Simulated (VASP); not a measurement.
A run of VASP 6.6.1 is set up as follows.

The input INCAR:

```
SYSTEM = Ca2TaO3
PREC     = Accurate       ! precision mode
ENCUT    = 520            ! plane-wave cutoff, eV
EDIFF    = 1E-6           ! SCF threshold, eV
ISMEAR   = 0              ! smearing method
SIGMA    = 0.1            ! smearing width, eV
LREAL    = .FALSE.        ! projectors in reciprocal space
LASPH    = .TRUE.         ! aspherical terms in the spheres
NELM     = 150            ! most SCF steps
ALGO     = Normal         ! electronic algorithm
ISIF     = 2              ! what is computed and relaxed
LWAVE    = .FALSE.        ! write WAVECAR
LCHARG   = .TRUE.         ! write CHGCAR
ISPIN    = 2              ! spin polarisation
MAGMOM   = 0 0 1 0 0 0    ! initial moments
LORBIT   = 11             ! projections on sites
LMAXMIX  = 4              ! l up to which the mixer works
GGA      = PE             ! functional
LELF     = .TRUE.         ! ELF
LVHAR    = .TRUE.       
NBANDS   = 38             ! bands
```

KPOINTS

```
regular mesh
0
G
  6 6 4
  0 0 0
```

POSCAR

```
Ca2TaO3
1.0
    3.2824715487      0.0000000000      0.0000000000
   -1.6412357743      2.8427037483      0.0000000000
    0.0000000000      0.0000000000      8.1341833508
Ca Ta O
2 1 3
Direct
    0.6666666667      0.3333333333      0.6743623290
    0.3333333333      0.6666666667      0.3256376710
    0.0000000000      0.0000000000      0.0000000000
    0.6666666667      0.3333333333      0.1511213326
    0.3333333333      0.6666666667      0.8488786674
    0.0000000000      0.0000000000      0.5000000000
```

Potentials or basis: VASP PAW PBE potentials, release 64 (Ca_sv, Ta_pv, O).

Run with:

```bash
$ cat potpaw_PBE.64/Ca_sv/POTCAR potpaw_PBE.64/Ta_pv/POTCAR potpaw_PBE.64/O/POTCAR > POTCAR
$ mpirun -np 1 vasp_std > vasp.out
```

Question: Predict the pressure.

Answer: 0.7 GPa.

Question: What does it give for the net moment?

Answer: 0.34 μB per cell.

Question: Predict the largest force.

Answer: 0.008 eV/Å.

Forces in eV/Å, atoms in the order of the input:
```
Ca   0.000  0.000 -0.008
Ca   0.000  0.000  0.008
Ta   0.000  0.000  0.000
O    0.000  0.000 -0.007
O    0.000  0.000  0.007
O    0.000  0.000  0.000
```

Caveat: the k points lie up to 0.37 Å⁻¹ apart; a moment this small can come from the mesh or the smearing.
